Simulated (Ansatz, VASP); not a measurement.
# MnHg in VASP and in Ansatz

File INCAR:

```
SYSTEM = MnHg
ALGO     = Normal         ! electronic algorithm
EDIFF    = 1E-6           ! SCF threshold, eV
ENCUT    = 520            ! plane-wave cutoff, eV
GGA      = CA             ! functional
ISIF     = 2              ! what is computed and relaxed
ISMEAR   = -1             ! smearing method
ISPIN    = 2              ! spin polarisation
LASPH    = .True.         ! aspherical terms in the spheres
LCHARG   = .False.        ! write CHGCAR
LMAXMIX  = 4              ! l up to which the mixer works
LORBIT   = 11             ! projections on sites
LREAL    = .False.        ! projectors in reciprocal space
LWAVE    = .False.        ! write WAVECAR
MAGMOM   = 0 0 0.14 0.14  ! initial moments
NBANDS   = 37             ! bands
NELM     = 150            ! most SCF steps
PREC     = Accurate       ! precision mode
SIGMA    = 0.1            ! smearing width, eV
```

File KPOINTS:

```
k-points
0
Gamma
  6 8 6
  0 0 0
```

Contents of POSCAR:

```
MnHg
1.0
   -3.3250000000      0.0000000000     -3.3250000000
    0.0000000000     -3.3250000000      0.0000000000
   -3.3250000000      0.0000000000      3.3250000000
Hg Mn
2 2
Direct
    0.0000000000      0.0000000000      0.0000000000
    0.5000000000      0.0000000000      0.5000000000
    0.0000000000      0.5000000000      0.5000000000
    0.5000000000      0.5000000000      0.0000000000
```

Input for Ansatz:

```yaml
crystal:
  lattice:
    - [-3.325, 0.0, -3.325]
    - [0.0, -3.325, 0.0]
    - [-3.325, 0.0, 3.325]
  atoms:
    - { symbol: Hg, position: [0.0, 0.0, 0.0] }
    - { symbol: Hg, position: [0.5, 0.0, 0.5] }
    - { symbol: Mn, position: [0.0, 0.5, 0.5], spin: 0.14 }
    - { symbol: Mn, position: [0.5, 0.5, 0.0], spin: 0.14 }
magnetization:
  spin_polarized: true
hamiltonian:
  xc: lda
  pseudopotentials: { kind: paw }
basis:
  ecutwfc: 420
kpoints:
  mp_grid: { grid: [6, 8, 6] }
scf:
  occupations: { method: fermi_dirac, width: 0.1 }
  lower_state_search: "off"
output:
  forces: true
  stress: true
```

Change from the starting cell: parallel moments scaled by 0.03, plain SCF.

Alike in both runs: task single point; functional LDA; k mesh 6 × 8 × 6; occupations fermi-dirac, width 0.1 eV; collinear spin.

```csv
,VASP,Ansatz
version,VASP 6.6.1,Ansatz 0.2.0
potentials or method,"VASP PAW LDA potentials, release 64 (Hg, Mn_pv), cutoff 520 eV","PAW, plane waves, scalar-relativistic"
valence electrons in the cell,50,70
```

```tsv
	VASP	Ansatz	Ansatz less VASP
pressure (GPa)	-23.0	-10.2	+12.77
traceless stress, the component that is largest in VASP (GPa)	0.00	0.37	+0.368
net moment per atom (μB)	0.00	1.92	+1.916
size of the moment on the site where the two differ most (μB)	0.00	3.77	+3.766
```

The net moments are unlike, so the other rows may belong to different states. LDA's correlation is that of Perdew and Zunger in VASP and of Perdew and Wang (1992) in Ansatz. Site moments also hang on the region over which each program counts them. VASP's potentials hold 50 valence electrons a cell and Ansatz's 70, so a difference there can come from the potentials and not from the codes.

Neither program's run includes spin-orbit coupling.
